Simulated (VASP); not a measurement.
# Bi (Im-3m) in VASP: notebook, part 2 of 2

VASP 6.6.1.

## 5. Single point, PBEsol

This run uses another cell than the first one, of 24.42 Å³/atom, 1.352 times its volume.

Contents of INCAR:

```
SYSTEM = Bi
ALGO     = Normal         ! electronic algorithm
EDIFF    = 1E-6           ! SCF threshold, eV
ENCUT    = 520            ! plane-wave cutoff, eV
GGA      = PS             ! functional
ISIF     = 2              ! what is computed and relaxed
ISMEAR   = 0              ! smearing method
LASPH    = .TRUE.         ! aspherical terms in the spheres
LCHARG   = .FALSE.        ! write CHGCAR
LREAL    = .FALSE.        ! projectors in reciprocal space
LWAVE    = .FALSE.        ! write WAVECAR
NBANDS   = 14             ! bands
NELM     = 60             ! most SCF steps
PREC     = Accurate       ! precision mode
SIGMA    = 0.05           ! smearing width, eV
```

Contents of KPOINTS:

```
k-points
0
G
  20 20 20
  0 0 0
```

Contents of POSCAR:

```
Bi
1.0
   -1.8277391481      1.8277391481      1.8277391481
    1.8277391481     -1.8277391481      1.8277391481
    1.8277391481      1.8277391481     -1.8277391481
Bi
1
Direct
    0.0000000000      0.0000000000      0.0000000000
```

Potentials or basis: VASP PAW PBE potentials, release 64 (Bi_d).

Command:

```
cat potpaw_PBE.64/Bi_d/POTCAR > POTCAR
mpirun -np 1 vasp_std > vasp.out
```

OUTCAR:

```text
SYSTEM = Bi
   EDIFF = 1E-6
   ENCUT = 520
   GGA = PS
   ISIF = 2
   ISMEAR = 0
   LASPH = .TRUE.
   LREAL = .FALSE.
   NELM = 60
   PREC = Accurate

 ion  position               nearest neighbor table
   1  0.000  0.000  0.000-

  LATTYP: Found a body centered cubic cell.
 ALAT       =     3.6554782962

  Lattice vectors:

 A1 = (  -1.8277391481,   1.8277391481,   1.8277391481)
 A2 = (   1.8277391481,  -1.8277391481,   1.8277391481)
 A3 = (   1.8277391481,   1.8277391481,  -1.8277391481)

Analysis of symmetry for initial positions (statically):
=====================================================================
 Subroutine PRICEL returns:
 Original cell was already a primitive cell.

 Routine SETGRP: Setting up the symmetry group for a
 body centered cubic supercell.

 Subroutine GETGRP returns: Found 48 space group operations
 (whereof 48 operations were pure point group operations)
 out of a pool of 48 trial point group operations.

The static configuration has the point symmetry O_h .

Analysis of symmetry for dynamics (positions and initial velocities):
=====================================================================
 Subroutine PRICEL returns:
 Original cell was already a primitive cell.

 Routine SETGRP: Setting up the symmetry group for a
 body centered cubic supercell.

 Subroutine GETGRP returns: Found 48 space group operations
 (whereof 48 operations were pure point group operations)
 out of a pool of 48 trial point group operations.

The dynamic configuration has the point symmetry O_h .

 Subroutine INISYM returns: Found 48 space group operations
 (whereof 48 operations are pure point group operations),
 and found     1 'primitive' translations

----------------------------------------------------------------------------------------

                                     Primitive cell

  volume of cell :      24.4232

  direct lattice vectors                    reciprocal lattice vectors
    -1.827739148  1.827739148  1.827739148     0.000000000  0.273562013  0.273562013
     1.827739148 -1.827739148  1.827739148     0.273562013  0.000000000  0.273562013
     1.827739148  1.827739148 -1.827739148     0.273562013  0.273562013  0.000000000

  length of vectors
     3.165737067  3.165737067  3.165737067     0.386875108  0.386875108  0.386875108

  position of ions in fractional coordinates (direct lattice)
     0.000000000  0.000000000  0.000000000

  ion indices of the primitive-cell ions
   primitive index   ion index
                 1           1

----------------------------------------------------------------------------------------

 KPOINTS: k-points

Automatic generation of k-mesh.
 Grid dimensions read from file:
 generate k-points for:   20   20   20

 Generating k-lattice:

  Cartesian coordinates                     Fractional coordinates (reciprocal lattice)
     0.000000000  0.013678101  0.013678101     0.050000000  0.000000000  0.000000000
     0.013678101  0.000000000  0.013678101     0.000000000  0.050000000  0.000000000
     0.013678101  0.013678101  0.000000000     0.000000000  0.000000000  0.050000000

  Length of vectors
     0.019343755  0.019343755  0.019343755

  Shift w.r.t. Gamma in fractional coordinates (k-lattice)
     0.000000000  0.000000000  0.000000000

 Subroutine IBZKPT returns following result:
 ===========================================

 Found    256 irreducible k-points:

 Following reciprocal coordinates:
            Coordinates               Weight
  0.000000  0.000000  0.000000      1.000000
  0.050000  0.000000  0.000000     12.000000
  0.100000  0.000000  0.000000     12.000000
  0.150000  0.000000  0.000000     12.000000
  0.200000  0.000000  0.000000     12.000000
  0.250000  0.000000  0.000000     12.000000
[... 16 lines left out ...]
  0.200000  0.100000  0.000000     48.000000
  0.250000  0.100000  0.000000     48.000000
 [... further k-points ...]
   k-points           NKPTS =    256   k-points in BZ     NKDIM =    256   number of bands    NBANDS=     14
   number of dos      NEDOS =    301   number of ions     NIONS =      1
   total plane-waves  NPLWV =  13824
   dimension x,y,z NGX =    24 NGY =   24 NGZ =   24
   dimension x,y,z NGXF=    48 NGYF=   48 NGZF=   48
   ions per type =               1
   NGX,Y,Z   is equivalent  to a cutoff of  12.60, 12.60, 12.60 a.u.
   NGXF,Y,Z  is equivalent  to a cutoff of  25.21, 25.21, 25.21 a.u.
 SYSTEM =  Bi
   PREC   = accura    normal or accurate (medium, high low for compatibility)
   ISTART =      0    job   : 0-new  1-cont  2-samecut
   ICHARG =      2    charge: 1-file 2-atom 10-const
   ISPIN  =      1    spin polarized calculation?
   LNONCOLLINEAR =      F non collinear calculations
   LSORBIT =      F    spin-orbit coupling
   LASPH  =      T    aspherical Exc in radial PAW
   ENCUT  =  520.0 eV  38.22 Ry    6.18 a.u.   5.89  5.89  5.89*2*pi/ulx,y,z
   NELM   =     60;   NELMIN=  2; NELMDL= -5     # of ELM steps
   EDIFF  = 0.1E-05   stopping-criterion for ELM
   LREAL  =      F    real-space projection
   EDIFFG = 0.1E-04   stopping-criterion for IOM
   NSW    =      0    number of steps for IOM
   IBRION =     -1    ionic relax: 0-MD 1-quasi-New 2-CG
   NFREE  =      0    steps in history (QN), initial steepest desc. (CG)
   ISIF   =      2    stress and relaxation
   ISYM   =      2    0-nonsym 1-usesym 2-fastsym
   POTIM  = 0.5000    time-step for ionic-motion
   TEBEG  =    0.0;   TEEND  =   0.0 temperature during run
   PSTRESS=    0.0 pullay stress
   NELECT =      15.0000    total number of electrons
   NUPDOWN=      -1.0000    fix difference up-down
   EMIN   =  10.00;   EMAX   =-10.00  energy-range for DOS
   EFERMI =   0.00;   METHOD = LEGACY
   ISMEAR =     0;   SIGMA  =   0.05  broadening in eV -4-tet -1-fermi 0-gaus
   EFERMI_NEDOS =   21; number of points for ismear=-14 and -15
   IALGO  =     38    algorithm
   IMIX   =      4    mixing-type and parameters
     AMIX     =   0.40;   BMIX     =  1.00
     AMIX_MAG =   1.60;   BMIX_MAG =  1.00
  volume/ion in A,a.u.               =      24.42       164.82
  Fermi-wavevector in a.u.,A,eV,Ry     =   1.391568  2.629682 26.347151  1.936461
  Thomas-Fermi vector in A             =   2.515394
   LORBIT       =      0    0 simple, 1 ext, 2 COOP (PROOUT), +10 PAW based schemes
   GGA     = PS    functional components
   LHFCALC =     F    Hartree Fock is set to
   AEXX    =    0.0000 exact exchange contribution
   IVDW    =     0    specifies the selected vdW correction
   LEPSILON=     F    determine dielectric tensor
   LRPA    =     F    only Hartree local field effects (RPA)
 non-spin polarized calculation
 Gauss-broadening in eV      SIGMA  =   0.05
  energy-cutoff  :      520.00
  volume of cell :       24.42
 maximum number of plane-waves:       682
   NGX = 11   NGY = 11   NGZ = 11

 number of electron      15.0000007 magnetization

 Free energy of the ion-electron system (eV)
  ---------------------------------------------------
  ext. energy  EPLUGINS =         0.00000000
  ---------------------------------------------------
  free energy    TOTEN  =        -3.93215743 eV

  energy without entropy =       -3.93118613  energy(sigma->0) =       -3.93167178

 E-fermi :  11.1620     XC(G=0): -11.6478

 val. band max:       11.1462975926   @ k =   0.3000   0.1000   0.1000
 cond. band min:      11.1781617698   @ k =   0.2500   0.1500   0.1500
 fundamental gap:      0.0318641772
 Fermi energy:        11.1620085431

 k-point     1 :       0.0000    0.0000    0.0000
  band No.  band energies     occupation
      1     -12.1128      2.00000
      2     -12.1128      2.00000
      3     -12.1128      2.00000
      4     -11.8328      2.00000
      5     -11.8328      2.00000
      6      -4.3837      2.00000
      7      18.2526      0.00000
      8      18.2526      0.00000
      9      18.2526      0.00000
     10      21.5508      0.00000
     11      21.5508      0.00000
     12      21.5508      0.00000
     13      23.8838      0.00000
     14      24.6000      0.00000
[... 375 lines left out ...]
 k-point    24 :       0.2500    0.1000    0.0000
  band No.  band energies     occupation
      1     -12.1605      2.00000
      2     -12.0676      2.00000
      3     -11.8769      2.00000
      4     -11.8454      2.00000
      5     -11.8122      2.00000
      6      -2.0660      2.00000
      7       8.9307      2.00000
      8      13.2138      0.00000
      9      15.4128      0.00000
     10      19.5579      0.00000
     11      21.4081      0.00000
     12      22.1681      0.00000
     13      26.1386      0.00000
     14      27.5604      0.00000

 [... further k-points ...]
[... 5 lines left out ...]
  --------------------------------------------------------------------------------------
  -------------------------------------------------------------------------------------
  Total        3.0616972      3.0616972      3.0616972      0.0000000      0.0000000      0.0000000
  in kB      200.8492349    200.8492349    200.8492349      0.0000000      0.0000000      0.0000000
  external PRESSURE =     200.8492349 kB  Pullay stress =       0.0000000 kB

 VOLUME and BASIS-vectors are now :
 -----------------------------------------------------------------------------
  energy-cutoff  :      520.00
  volume of cell :       24.42
      direct lattice vectors                 reciprocal lattice vectors
    -1.827739148  1.827739148  1.827739148     0.000000000  0.273562013  0.273562013
     1.827739148 -1.827739148  1.827739148     0.273562013  0.000000000  0.273562013
     1.827739148  1.827739148 -1.827739148     0.273562013  0.273562013  0.000000000

 POSITION                                       TOTAL-FORCE (eV/Angst)
 -----------------------------------------------------------------------------------
      0.00000      0.00000      0.00000        -0.000000      0.000000      0.000000
 -----------------------------------------------------------------------------------
    total drift:                                0.000000      0.000000      0.000000

  FREE ENERGIE OF THE ION-ELECTRON SYSTEM (eV)
  ---------------------------------------------------
  free  energy   TOTEN  =        -3.9321574304 eV

  energy  without entropy=       -3.9311861259  energy(sigma->0) =       -3.93167178
```

Run time: 27 s. Hardware: 1 thread of Intel Xeon 6975P-C, shared host; peak memory 0.2 GiB.

What came out:

- Free energy: -3.9322 eV
- Pressure: 20.1 GPa

Caveat: the PAW data sets were made with another functional, which shifts forces and pressure a little; spin-orbit coupling is left out, which moves the levels of the heavy elements.

## 6. Single point, PBEsol

This run uses another cell than the first one, of 26.47 Å³/atom, 1.466 times its volume.

Contents of INCAR:

```
ALGO     = Fast           # electronic algorithm
EDIFF    = 1E-6           # SCF threshold, eV
ENCUT    = 520            # plane-wave cutoff, eV
GGA      = PS             # functional
ISIF     = 2              # what is computed and relaxed
ISMEAR   = 0              # smearing method
LASPH    = True           # aspherical terms in the spheres
LCHARG   = False          # write CHGCAR
LREAL    = False          # projectors in reciprocal space
LWAVE    = False          # write WAVECAR
NBANDS   = 14             # bands
NELM     = 80             # most SCF steps
PREC     = Accurate       # precision mode
SIGMA    = 0.05           # smearing width, eV
```

Contents of KPOINTS:

```
k-points
0
Gamma
  20 20 20
```

Contents of POSCAR:

```
Bi
1.0
   -1.8775493479      1.8775493479      1.8775493479
    1.8775493479     -1.8775493479      1.8775493479
    1.8775493479      1.8775493479     -1.8775493479
Bi
1
Direct
    0.0000000000      0.0000000000      0.0000000000
```

Potentials or basis: VASP PAW PBE potentials, release 64 (Bi_d).

Command:

```
cat potpaw_PBE.64/Bi_d/POTCAR > POTCAR
mpirun -np 1 vasp_std > vasp.out
```

OUTCAR:

```text
EDIFF = 1E-6
   ENCUT = 520
   GGA = PS
   ISIF = 2
   ISMEAR = 0
   LASPH = True
   LREAL = False
   NELM = 80
   PREC = Accurate

 ion  position               nearest neighbor table
   1  0.000  0.000  0.000-

  LATTYP: Found a body centered cubic cell.
 ALAT       =     3.7550986958

  Lattice vectors:

 A1 = (  -1.8775493479,   1.8775493479,   1.8775493479)
 A2 = (   1.8775493479,  -1.8775493479,   1.8775493479)
 A3 = (   1.8775493479,   1.8775493479,  -1.8775493479)

Analysis of symmetry for initial positions (statically):
=====================================================================
 Subroutine PRICEL returns:
 Original cell was already a primitive cell.

 Routine SETGRP: Setting up the symmetry group for a
 body centered cubic supercell.

 Subroutine GETGRP returns: Found 48 space group operations
 (whereof 48 operations were pure point group operations)
 out of a pool of 48 trial point group operations.

The static configuration has the point symmetry O_h .

Analysis of symmetry for dynamics (positions and initial velocities):
=====================================================================
 Subroutine PRICEL returns:
 Original cell was already a primitive cell.

 Routine SETGRP: Setting up the symmetry group for a
 body centered cubic supercell.

 Subroutine GETGRP returns: Found 48 space group operations
 (whereof 48 operations were pure point group operations)
 out of a pool of 48 trial point group operations.

The dynamic configuration has the point symmetry O_h .

 Subroutine INISYM returns: Found 48 space group operations
 (whereof 48 operations are pure point group operations),
 and found     1 'primitive' translations

----------------------------------------------------------------------------------------

[... 111 lines left out ...]
  volume/ion in A,a.u.               =      26.47       178.66
  Fermi-wavevector in a.u.,A,eV,Ry     =   1.354650  2.559918 24.967748  1.835078
  Thomas-Fermi vector in A             =   2.481804
   LORBIT       =      0    0 simple, 1 ext, 2 COOP (PROOUT), +10 PAW based schemes
   GGA     = PS    functional components
   LHFCALC =     F    Hartree Fock is set to
   AEXX    =    0.0000 exact exchange contribution
   IVDW    =     0    specifies the selected vdW correction
   LEPSILON=     F    determine dielectric tensor
   LRPA    =     F    only Hartree local field effects (RPA)
 non-spin polarized calculation
 RMM-DIIS sequential band-by-band and
 Gauss-broadening in eV      SIGMA  =   0.05
  energy-cutoff  :      520.00
  volume of cell :       26.47
 maximum number of plane-waves:       727
   NGX = 13   NGY = 13   NGZ = 13

 number of electron      14.9999993 magnetization

 Free energy of the ion-electron system (eV)
  ---------------------------------------------------
  ext. energy  EPLUGINS =         0.00000000
  ---------------------------------------------------
  free energy    TOTEN  =        -4.12177844 eV

  energy without entropy =       -4.12099555  energy(sigma->0) =       -4.12138700

 E-fermi :   9.9547     XC(G=0): -11.2336

 val. band max:        9.9430012556   @ k =   0.3000   0.1000   0.1000
 cond. band min:       9.9704924354   @ k =  -0.4000   0.5000   0.3000
 fundamental gap:      0.0274911799
 Fermi energy:         9.9546795775

 k-point     1 :       0.0000    0.0000    0.0000
  band No.  band energies     occupation
      1     -13.2010      2.00000
      2     -13.2010      2.00000
      3     -13.2010      2.00000
      4     -12.9824      2.00000
      5     -12.9824      2.00000
      6      -4.8666      2.00000
      7      16.3112      0.00000
      8      16.3112      0.00000
      9      16.3112      0.00000
     10      20.3880      0.00000
     11      20.3880      0.00000
     12      20.3880      0.00000
     13      21.3349      0.00000
     14      22.7396      0.00000
[... 377 lines left out ...]
      1     -13.2361      2.00000
      2     -13.1604      2.00000
      3     -13.0167      2.00000
      4     -12.9929      2.00000
      5     -12.9652      2.00000
      6      -2.7705      2.00000
      7       7.7506      2.00000
      8      11.8540      0.00000
      9      13.9335      0.00000
     10      17.9833      0.00000
     11      19.7535      0.00000
     12      20.6992      0.00000
     13      24.3938      0.00000
     14      25.7605      0.00000

 [... further k-points ...]
[... 5 lines left out ...]
  --------------------------------------------------------------------------------------
  -------------------------------------------------------------------------------------
  Total        1.6589364      1.6589364      1.6589364      0.0000000     -0.0000000     -0.0000000
  in kB      100.3936503    100.3936503    100.3936503      0.0000000     -0.0000000     -0.0000000
  external PRESSURE =     100.3936503 kB  Pullay stress =       0.0000000 kB

 VOLUME and BASIS-vectors are now :
 -----------------------------------------------------------------------------
  energy-cutoff  :      520.00
  volume of cell :       26.47
      direct lattice vectors                 reciprocal lattice vectors
    -1.877549348  1.877549348  1.877549348     0.000000000  0.266304585  0.266304585
     1.877549348 -1.877549348  1.877549348     0.266304585  0.000000000  0.266304585
     1.877549348  1.877549348 -1.877549348     0.266304585  0.266304585  0.000000000

 POSITION                                       TOTAL-FORCE (eV/Angst)
 -----------------------------------------------------------------------------------
      0.00000      0.00000      0.00000        -0.000000     -0.000000     -0.000000
 -----------------------------------------------------------------------------------
    total drift:                               -0.000000      0.000000      0.000000

  FREE ENERGIE OF THE ION-ELECTRON SYSTEM (eV)
  ---------------------------------------------------
  free  energy   TOTEN  =        -4.1217784386 eV

  energy  without entropy=       -4.1209955521  energy(sigma->0) =       -4.12138700
```

Wall time 35 s (1 thread of Intel Xeon 6975P-C, shared host); peak memory 0.2 GiB.

What came out:

```
Free energy : -4.1218 eV
Pressure    : 10.0 GPa
```

Caveat: the PAW data sets were made with another functional, which shifts forces and pressure a little; spin-orbit coupling is left out, which moves the levels of the heavy elements.

## 7. The runs side by side

| cell | gap on the mesh (eV) | pressure (GPa) |
| --- | --- | --- |
| a = 2.863 Å, angles 109.5°, 1 atom | none | 100.2 |
| a = 2.914 Å, angles 109.5°, 1 atom | none | 79.1 |
| a = 3.047 Å, angles 109.5°, 1 atom | none | 40.7 |
| a = 3.166 Å, angles 109.5°, 1 atom | none | 20.1 |
| a = 3.252 Å, angles 109.5°, 1 atom | none | 10.0 |

Alike in all rows: task single point; level PBEsol; potentials or basis VASP PAW PBE potentials, release 64 (Bi_d); no spin polarisation; k mesh 20 × 20 × 20; cutoff (eV) 520; smearing gaussian 0.05 eV.

Caveats: the PAW data sets were made with another functional, which shifts forces and pressure a little; spin-orbit coupling is left out, which moves the levels of the heavy elements.

Absolute energies hang on the potentials; compare differences alone.
